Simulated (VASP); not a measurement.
# LaHg: single point with LDA

LaHg:

```
La Hg
1.0
     3.83700    0.00000    0.00000
     0.00000    3.83700    0.00000
     0.00000    0.00000    3.91374
La Hg
1 1
Direct
  0.50000 0.50000 0.50000
  0.00000 0.00000 0.00000
```

This cell differs from its parent crystal: zz strain of +2 %.

```json
{
  "Program": "VASP 6.6.1",
  "Task": "single point",
  "Functional": "LDA",
  "Potentials or basis": "VASP PAW LDA potentials, release 64 (La, Hg)",
  "Cutoff": "520 eV",
  "k mesh": "11 × 11 × 11",
  "Occupations": "fermi-dirac, width 0.08 eV",
  "Spin": "no spin polarisation",
  "Dipole correction": "no",
  "Further INCAR settings": "ALGO = Normal; EDIFF = 1e-07; NBANDS = 18"
}
```

The pressure is -2.8 GPa and the band gap on the k mesh is zero (an odd number of electrons rules out a gap without spin polarisation).

Stress tensor (GPa, compression positive):
```
-2.68  0.00  0.00
 0.00 -2.68  0.00
 0.00  0.00 -3.03
```

Levels at points of the mesh, in eV from the Fermi level:
```tsv
k point	band 9	band 10	band 11	band 12	band 13	band 14
(0.00, 0.00, 0.00)	-7.16	-7.03	-0.07	-0.03	1.29	1.35
```

Run time: 3.9 min on 1 thread of Oxide Virtual Turin-like Processor (shared host), peak memory 0.25 GiB.

Caveat: the cell differs from its parent crystal (zz strain of +2 %); spin-orbit coupling is left out, which moves the levels of the heavy elements.
